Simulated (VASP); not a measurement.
# Sn (Fd-3m) in VASP: a series of runs

Runs on Sn. Level: PBE. Tasks: single point.

Everything below comes from runs of VASP 6.6.1. Logs are shortened: lines on timing, memory, paths and dates and some standing lists are left out, and cuts for length are marked.

**1. The cell of the first run**

The structure is cubic, space group Fd-3m (No. 227). Conventional cell: a = 6.467 Å, b = 6.467 Å, c = 6.467 Å, α = 90.00°, β = 90.00°, γ = 90.00°. Within 3.7 Å of Sn (site symmetry -43m) lie 4 Sn at 2.80 Å.

**2. Single point, PBE**

INCAR reads:

```
ALGO = Normal
EDIFF = 1E-6
ENCUT = 500
GGA = PE
GGA_COMPAT = F
ISIF = 2
ISMEAR = 1
LASPH = T
LCHARG = F
LREAL = F
LWAVE = F
NBANDS = 21
NELM = 120
PREC = Accurate
SIGMA = 0.15
```

KPOINTS reads:

```
k-points
0
Gamma
  2 2 2
```

POSCAR reads:

```
Sn
1.0
    0.0000000000      3.2333428000      3.2333428000
    3.2333428000      0.0000000000      3.2333428000
    3.2333428000      3.2333428000      0.0000000000
Sn
2
Direct
    0.0000000000      0.0000000000      0.0000000000
    0.2500000000      0.2500000000      0.2500000000
```

Potentials or basis: VASP PAW PBE potentials, release 64 (Sn_d).

The run is started by

```
> cat potpaw_PBE.64/Sn_d/POTCAR > POTCAR
> mpirun -np 1 vasp_std > vasp.out
```

OUTCAR:

```text
EDIFF = 1E-6
   ENCUT = 500
   GGA = PE
   ISIF = 2
   ISMEAR = 1
   LASPH = T
   LREAL = F
   NELM = 120
   PREC = Accurate

 ion  position               nearest neighbor table
   1  0.000  0.000  0.000-   2 2.80   2 2.80   2 2.80   2 2.80
   2  0.250  0.250  0.250-   1 2.80   1 2.80   1 2.80   1 2.80

  LATTYP: Found a face centered cubic cell.
 ALAT       =     6.4666856000

  Lattice vectors:

 A1 = (   0.0000000000,   3.2333428000,   3.2333428000)
 A2 = (   3.2333428000,   0.0000000000,   3.2333428000)
 A3 = (   3.2333428000,   3.2333428000,   0.0000000000)

Analysis of symmetry for initial positions (statically):
=====================================================================
 Subroutine PRICEL returns:
 Original cell was already a primitive cell.

 Routine SETGRP: Setting up the symmetry group for a
 face centered cubic supercell.

 Subroutine GETGRP returns: Found 48 space group operations
 (whereof 24 operations were pure point group operations)
 out of a pool of 48 trial point group operations.

The static configuration has the point symmetry T_d .
 The point group associated with its full space group is O_h .

Analysis of symmetry for dynamics (positions and initial velocities):
=====================================================================
 Subroutine PRICEL returns:
 Original cell was already a primitive cell.

 Routine SETGRP: Setting up the symmetry group for a
 face centered cubic supercell.

 Subroutine GETGRP returns: Found 48 space group operations
 (whereof 24 operations were pure point group operations)
 out of a pool of 48 trial point group operations.

The dynamic configuration has the point symmetry T_d .
 The point group associated with its full space group is O_h .

 Subroutine INISYM returns: Found 48 space group operations
 (whereof 24 operations are pure point group operations),
 and found     1 'primitive' translations

----------------------------------------------------------------------------------------

                                     Primitive cell

  volume of cell :      67.6060

  direct lattice vectors                    reciprocal lattice vectors
     0.000000000  3.233342800  3.233342800    -0.154638723  0.154638723  0.154638723
     3.233342800  0.000000000  3.233342800     0.154638723 -0.154638723  0.154638723
     3.233342800  3.233342800  0.000000000     0.154638723  0.154638723 -0.154638723

  length of vectors
     4.572637240  4.572637240  4.572637240     0.267842124  0.267842124  0.267842124

  position of ions in fractional coordinates (direct lattice)
     0.000000000  0.000000000  0.000000000
     0.250000000  0.250000000  0.250000000

  ion indices of the primitive-cell ions
   primitive index   ion index
                 1           1
                 2           2

----------------------------------------------------------------------------------------

 KPOINTS: k-points

Automatic generation of k-mesh.
 Grid dimensions read from file:
 generate k-points for:    2    2    2

 Generating k-lattice:

  Cartesian coordinates                     Fractional coordinates (reciprocal lattice)
    -0.077319361  0.077319361  0.077319361     0.500000000  0.000000000  0.000000000
     0.077319361 -0.077319361  0.077319361     0.000000000  0.500000000  0.000000000
     0.077319361  0.077319361 -0.077319361     0.000000000  0.000000000  0.500000000

  Length of vectors
     0.133921062  0.133921062  0.133921062

  Shift w.r.t. Gamma in fractional coordinates (k-lattice)
     0.000000000  0.000000000  0.000000000

 Subroutine IBZKPT returns following result:
 ===========================================

 Found      3 irreducible k-points:

 Following reciprocal coordinates:
            Coordinates               Weight
  0.000000  0.000000  0.000000      1.000000
  0.500000  0.000000  0.000000      4.000000
  0.500000  0.500000  0.000000      3.000000
   k-points           NKPTS =      3   k-points in BZ     NKDIM =      3   number of bands    NBANDS=     21
   number of dos      NEDOS =    301   number of ions     NIONS =      2
   total plane-waves  NPLWV =  46656
   dimension x,y,z NGX =    36 NGY =   36 NGZ =   36
   dimension x,y,z NGXF=    72 NGYF=   72 NGZF=   72
   ions per type =               2
   NGX,Y,Z   is equivalent  to a cutoff of  13.09, 13.09, 13.09 a.u.
   NGXF,Y,Z  is equivalent  to a cutoff of  26.18, 26.18, 26.18 a.u.
 SYSTEM =  unknown system
   PREC   = accura    normal or accurate (medium, high low for compatibility)
   ISTART =      0    job   : 0-new  1-cont  2-samecut
   ICHARG =      2    charge: 1-file 2-atom 10-const
   ISPIN  =      1    spin polarized calculation?
   LNONCOLLINEAR =      F non collinear calculations
   LSORBIT =      F    spin-orbit coupling
   LASPH  =      T    aspherical Exc in radial PAW
   ENCUT  =  500.0 eV  36.75 Ry    6.06 a.u.   8.34  8.34  8.34*2*pi/ulx,y,z
   NELM   =    120;   NELMIN=  2; NELMDL= -5     # of ELM steps
   EDIFF  = 0.1E-05   stopping-criterion for ELM
   LREAL  =      F    real-space projection
   EDIFFG = 0.1E-04   stopping-criterion for IOM
   NSW    =      0    number of steps for IOM
   IBRION =     -1    ionic relax: 0-MD 1-quasi-New 2-CG
   NFREE  =      0    steps in history (QN), initial steepest desc. (CG)
   ISIF   =      2    stress and relaxation
   ISYM   =      2    0-nonsym 1-usesym 2-fastsym
   POTIM  = 0.5000    time-step for ionic-motion
   TEBEG  =    0.0;   TEEND  =   0.0 temperature during run
   PSTRESS=    0.0 pullay stress
   NELECT =      28.0000    total number of electrons
   NUPDOWN=      -1.0000    fix difference up-down
   EMIN   =  10.00;   EMAX   =-10.00  energy-range for DOS
   EFERMI =   0.00;   METHOD = LEGACY
   ISMEAR =     1;   SIGMA  =   0.15  broadening in eV -4-tet -1-fermi 0-gaus
   EFERMI_NEDOS =   21; number of points for ismear=-14 and -15
   IALGO  =     38    algorithm
   IMIX   =      4    mixing-type and parameters
     AMIX     =   0.40;   BMIX     =  1.00
     AMIX_MAG =   1.60;   BMIX_MAG =  1.00
  volume/ion in A,a.u.               =      33.80       228.11
  Fermi-wavevector in a.u.,A,eV,Ry     =   1.220298  2.306028 20.260793  1.489126
  Thomas-Fermi vector in A             =   2.355520
   LORBIT       =      0    0 simple, 1 ext, 2 COOP (PROOUT), +10 PAW based schemes
   GGA     = PE    functional components
   LHFCALC =     F    Hartree Fock is set to
   AEXX    =    0.0000 exact exchange contribution
   IVDW    =     0    specifies the selected vdW correction
   LEPSILON=     F    determine dielectric tensor
   LRPA    =     F    only Hartree local field effects (RPA)
 non-spin polarized calculation
 Methfessel and Paxton  Order N= 1 SIGMA  =   0.15
  energy-cutoff  :      500.00
  volume of cell :       67.61
 maximum number of plane-waves:      1759
 NGX is ok and might be reduce to    36
   NGX = 17   NGY = 17   NGZ = 17

 number of electron      28.0000008 magnetization

 Free energy of the ion-electron system (eV)
  ---------------------------------------------------
  ext. energy  EPLUGINS =         0.00000000
  ---------------------------------------------------
  free energy    TOTEN  =        -5.39803802 eV

  energy without entropy =       -5.37406168  energy(sigma->0) =       -5.39004590

 E-fermi :   5.8912     XC(G=0):  -8.8128

 val. band max:        5.3602260817   @ k =   0.0000   0.0000   0.0000
 cond. band min:       5.9019357033   @ k =   0.5000   0.0000   0.0000
 fundamental gap:      0.5417096216
 Fermi energy:         5.8911841846

 k-point     1 :       0.0000    0.0000    0.0000
  band No.  band energies     occupation
      1     -15.6526      2.00000
      2     -15.6526      2.00000
      3     -15.6526      2.00000
      4     -15.5934      2.00000
      5     -15.5934      2.00000
      6     -15.2715      2.00000
      7     -15.2715      2.00000
      8     -15.2715      2.00000
      9     -15.2606      2.00000
     10     -15.2606      2.00000
     11      -4.7868      2.00000
     12       5.3602      2.00001
     13       5.9810      0.16129
     14       5.9810      0.16129
     15       5.9810      0.16129
     16       8.0075     -0.00000
     17       8.0075     -0.00000
     18       8.0075     -0.00000
     19      10.9415      0.00000
     20      13.8211      0.00000
     21      13.8211      0.00000

 k-point     2 :       0.5000    0.0000    0.0000
  band No.  band energies     occupation
      1     -15.6903      2.00000
      2     -15.6903      2.00000
      3     -15.6255      2.00000
      4     -15.5303      2.00000
      5     -15.5303      2.00000
      6     -15.3325      2.00000
      7     -15.3325      2.00000
      8     -15.3059      2.00000
      9     -15.2123      2.00000
     10     -15.2123      2.00000
     11      -3.1343      2.00000
     12      -0.4488      2.00000
     13       4.7452      2.00000
     14       4.7452      2.00000
     15       5.9019      0.87903
     16       9.0842      0.00000
     17       9.0842      0.00000
     18      11.5111      0.00000
     19      14.4927      0.00000
     20      14.6843      0.00000
     21      14.6843      0.00000

 k-point     3 :       0.5000    0.5000    0.0000
  band No.  band energies     occupation
      1     -15.7058      2.00000
      2     -15.7058      2.00000
      3     -15.5683      2.00000
      4     -15.5683      2.00000
      5     -15.4249      2.00000
      6     -15.4249      2.00000
      7     -15.3381      2.00000
      8     -15.3381      2.00000
      9     -15.1909      2.00000
     10     -15.1909      2.00000
     11      -1.6492      2.00000
     12      -1.6492      2.00000
     13       3.3723      2.00000
     14       3.3723      2.00000
     15       6.6758     -0.00000
     16       6.6758     -0.00000
     17      13.6636      0.00000
     18      13.6636      0.00000
     19      15.3114      0.00000
     20      15.3114      0.00000
     21      16.3590      0.00000

------------------------ aborting loop because EDIFF is reached ----------------------------------------

  FORCE on cell =-STRESS in cart. coord.  units (eV):
  Direction    XX          YY          ZZ          XY          YZ          ZX
  --------------------------------------------------------------------------------------
  -------------------------------------------------------------------------------------
  Total        5.4446486      5.4446486      5.4446486      0.0000000      0.0000000      0.0000000
  in kB      129.0313340    129.0313340    129.0313340      0.0000000      0.0000000      0.0000000
  external PRESSURE =     129.0313340 kB  Pullay stress =       0.0000000 kB

 VOLUME and BASIS-vectors are now :
 -----------------------------------------------------------------------------
  energy-cutoff  :      500.00
  volume of cell :       67.61
      direct lattice vectors                 reciprocal lattice vectors
     0.000000000  3.233342800  3.233342800    -0.154638723  0.154638723  0.154638723
     3.233342800  0.000000000  3.233342800     0.154638723 -0.154638723  0.154638723
     3.233342800  3.233342800  0.000000000     0.154638723  0.154638723 -0.154638723

 POSITION                                       TOTAL-FORCE (eV/Angst)
 -----------------------------------------------------------------------------------
      0.00000      0.00000      0.00000        -0.000000     -0.000000     -0.000000
      1.61667      1.61667      1.61667         0.000000      0.000000      0.000000
 -----------------------------------------------------------------------------------
    total drift:                                0.000000      0.000000      0.000000

  FREE ENERGIE OF THE ION-ELECTRON SYSTEM (eV)
  ---------------------------------------------------
  free  energy   TOTEN  =        -5.3980380158 eV

  energy  without entropy=       -5.3740616810  energy(sigma->0) =       -5.39004590
```

It took 3.7 s on 1 thread of Intel Xeon 6975P-C (Granite Rapids), shared host; peak memory 0.19 GiB.

Results:

```
Free energy            : -5.3980 eV
Pressure               : 12.9 GPa
Band gap on the k mesh : zero (band 14 reaches 5.98 eV, above the bottom of band 15 at 5.90 eV)
```

Caveat: the k points lie up to 0.84 Å⁻¹ apart; spin-orbit coupling is left out, which moves the levels of the heavy elements.

**3. Single point, PBE**

INCAR reads:

```
PREC = Accurate ; ENCUT = 500
EDIFF = 1E-6 ; ISMEAR = 1
SIGMA = 0.15 ; LREAL = F
LASPH = T ; NELM = 120
ALGO = Normal ; ISIF = 2
LWAVE = F ; LCHARG = F
GGA = PE ; NBANDS = 21
GGA_COMPAT = F
```

KPOINTS reads:

```
regular mesh
0
Gamma
  3 3 3
```

POSCAR is that of step 2.

Potentials or basis: VASP PAW PBE potentials, release 64 (Sn_d).

The run is started by

```
> cat potpaw_PBE.64/Sn_d/POTCAR > POTCAR
> mpirun -np 1 vasp_std > vasp.out
```

Wall time 4.1 s (1 thread of Intel Xeon 6975P-C (Granite Rapids), shared host); peak memory 0.19 GiB.

It converged, with:

- Free energy: -7.0289 eV
- Pressure: 5.5 GPa
- Band gap on the k mesh: zero (filled and empty bands touch)

Levels at points of the mesh, in eV from the Fermi level:
| k point | band 11 | band 12 | band 13 | band 14 | band 15 | band 16 | band 17 | band 18 |
| --- | --- | --- | --- | --- | --- | --- | --- | --- |
| (0.00, 0.00, 0.00) | -10.77 | -0.64 | 0.00 | 0.00 | 0.00 | 2.04 | 2.04 | 2.04 |

Caveat: the k points lie up to 0.56 Å⁻¹ apart; spin-orbit coupling is left out, which moves the levels of the heavy elements.

**4. Single point, PBE**

INCAR reads:

```
ALGO = Normal
EDIFF = 1E-6
ENCUT = 500
GGA = PE
GGA_COMPAT = F
ISIF = 2
ISMEAR = 1
LASPH = T
LCHARG = F
LREAL = F
LWAVE = F
NBANDS = 21
NELM = 120
PREC = Accurate
SIGMA = 0.15
```

KPOINTS reads:

```
k-points
0
Gamma
  4 4 4
```

POSCAR is that of step 3.

Potentials or basis: VASP PAW PBE potentials, release 64 (Sn_d).

The run is started by

```
> cat potpaw_PBE.64/Sn_d/POTCAR > POTCAR
> mpirun -np 1 vasp_std > vasp.out
```

OUTCAR:

```text
EDIFF = 1E-6
   ENCUT = 500
   GGA = PE
   ISIF = 2
   ISMEAR = 1
   LASPH = T
   LREAL = F
   NELM = 120
   PREC = Accurate

 ion  position               nearest neighbor table
   1  0.000  0.000  0.000-   2 2.80   2 2.80   2 2.80   2 2.80
   2  0.250  0.250  0.250-   1 2.80   1 2.80   1 2.80   1 2.80

  LATTYP: Found a face centered cubic cell.
 ALAT       =     6.4666856000

  Lattice vectors:

 A1 = (   0.0000000000,   3.2333428000,   3.2333428000)
[... 362 lines left out ...]
------------------------ aborting loop because EDIFF is reached ----------------------------------------

  FORCE on cell =-STRESS in cart. coord.  units (eV):
  Direction    XX          YY          ZZ          XY          YZ          ZX
  --------------------------------------------------------------------------------------
  -------------------------------------------------------------------------------------
  Total        1.8726652      1.8726652      1.8726652      0.0000000      0.0000000     -0.0000000
  in kB       44.3798127     44.3798127     44.3798127      0.0000000      0.0000000     -0.0000000
  external PRESSURE =      44.3798127 kB  Pullay stress =       0.0000000 kB

 VOLUME and BASIS-vectors are now :
 -----------------------------------------------------------------------------
  energy-cutoff  :      500.00
  volume of cell :       67.61
      direct lattice vectors                 reciprocal lattice vectors
     0.000000000  3.233342800  3.233342800    -0.154638723  0.154638723  0.154638723
     3.233342800  0.000000000  3.233342800     0.154638723 -0.154638723  0.154638723
     3.233342800  3.233342800  0.000000000     0.154638723  0.154638723 -0.154638723

 POSITION                                       TOTAL-FORCE (eV/Angst)
 -----------------------------------------------------------------------------------
      0.00000      0.00000      0.00000        -0.000000     -0.000000     -0.000000
      1.61667      1.61667      1.61667         0.000000      0.000000      0.000000
 -----------------------------------------------------------------------------------
    total drift:                                0.000000      0.000000      0.000000

  FREE ENERGIE OF THE ION-ELECTRON SYSTEM (eV)
  ---------------------------------------------------
  free  energy   TOTEN  =        -7.4290311030 eV

  energy  without entropy=       -7.4260248886  energy(sigma->0) =       -7.42802903
```

It took 5.6 s on 1 thread of Intel Xeon 6975P-C (Granite Rapids), shared host; peak memory 0.19 GiB.

Results:

* Free energy: -7.4290 eV
* Pressure: 4.4 GPa
* Band gap on the k mesh: zero (band 14 reaches 5.87 eV, above the bottom of band 15 at 5.80 eV)

Caveat: the k points lie up to 0.42 Å⁻¹ apart; spin-orbit coupling is left out, which moves the levels of the heavy elements.

**5. Single point, PBE**

INCAR reads:

```
SYSTEM = Sn
PREC = Accurate
ENCUT = 500
EDIFF = 1E-6
ISMEAR = 1
SIGMA = 0.15
LREAL = .FALSE.
LASPH = .TRUE.
NELM = 120
ALGO = Normal
ISIF = 2
LWAVE = .FALSE.
LCHARG = .FALSE.
GGA = PE
NBANDS = 21
GGA_COMPAT = .FALSE.
```

KPOINTS reads:

```
regular mesh
0
G
  5 5 5
  0 0 0
```

POSCAR is that of step 4.

The run is started by

```
> cat potpaw_PBE.64/Sn_d/POTCAR > POTCAR
> mpirun -np 1 vasp_std > vasp.out
```

Wall time 6.4 s (1 thread of Intel Xeon 6975P-C (Granite Rapids), shared host); peak memory 0.2 GiB.

The run converged. Its results:

```
Free energy            : -7.5473 eV
Pressure               : 4.0 GPa
Band gap on the k mesh : zero (band 14 reaches 5.85 eV, above the bottom of band 15 at 5.85 eV)
```

Levels at points of the mesh, in eV from the Fermi level:
```
           k point  band 10  band 11  band 12  band 13  band 14  band 15  band 16  band 17  band 18  band 19
(0.00, 0.00, 0.00)   -21.33   -10.69    -0.58     0.07     0.07     0.07     2.14     2.14     2.14     5.02
```

Caveat: spin-orbit coupling is left out, which moves the levels of the heavy elements.

**6. The runs side by side**

| k mesh | gap on the mesh (eV) | pressure (GPa) |
| --- | --- | --- |
| 2 × 2 × 2 | none | 12.9 |
| 3 × 3 × 3 | none | 5.5 |
| 4 × 4 × 4 | none | 4.4 |
| 5 × 5 × 5 | none | 4.0 |

Alike in all rows: task single point; level PBE; potentials or basis VASP PAW PBE potentials, release 64 (Sn_d); no spin polarisation; cell as given; cutoff (eV) 500; smearing methfessel-paxton 0.15 eV.

Caveats: some runs use coarse meshes; spin-orbit coupling is left out, which moves the levels of the heavy elements.

Total energies depend on the potentials used, so only differences within one code and one set of settings carry meaning.
